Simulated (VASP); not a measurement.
Set up this calculation in VASP 6.6.1, as the native input.

```
Task                   : single point
Functional             : PBE
Potentials or basis    : VASP PAW PBE potentials, release 64 (Te, Mo_sv)
Cutoff                 : 520 eV
k mesh                 : 12 × 12 × 8
Occupations            : gaussian, width 0.1 eV
Spin                   : no spin polarisation
Dipole correction      : no
Further INCAR settings : ALGO = Fast; EDIFF = 1e-07; NBANDS = 47
```

The structure of TeMo5 lies in POSCAR:

```
TeMo5
1.0
    5.1177353195      0.0000000000      0.0000000000
   -2.5588676597      4.4320887965      0.0000000000
    0.0000000000      0.0000000000      4.8031000744
Te Mo
1 5
Direct
    0.0000000000      0.0000000000      0.0000000000
    0.5000000000      0.0000000000      0.5000000000
    0.5000000000      0.5000000000      0.5000000000
    0.0000000000      0.5000000000      0.5000000000
    0.3333333333      0.6666666667      0.0000000000
    0.6666666667      0.3333333333      0.0000000000
```

One way to write it, as run:

INCAR

```
SYSTEM = TeMo5
ALGO = Fast
EDIFF = 1E-7
ENCUT = 520
GGA = PE
ISIF = 2
ISMEAR = 0
LASPH = .TRUE.
LCHARG = .FALSE.
LREAL = .FALSE.
LWAVE = .FALSE.
NBANDS = 47
NELM = 60
PREC = Accurate
SIGMA = 0.1
```

KPOINTS

```
k-points
0
G
  12 12 8
  0 0 0
```

Potentials or basis: VASP PAW PBE potentials, release 64 (Te, Mo_sv).

The run is started by

```bash
$ cat potpaw_PBE.64/Te/POTCAR potpaw_PBE.64/Mo_sv/POTCAR > POTCAR
$ mpirun -np 1 vasp_std > vasp.out
```

Results of the run:

```yaml
Pressure: 0.3 GPa
Band_gap_on_the_k_mesh: zero (band 38 reaches 12.11 eV, above the bottom of band 39 at 10.65 eV)
```

Caveat: spin-orbit coupling is left out, which moves the levels of the heavy elements.

Wall time 10 min on 1 thread of Oxide Virtual Turin-like Processor, on a shared host, peak memory 0.46 GiB.
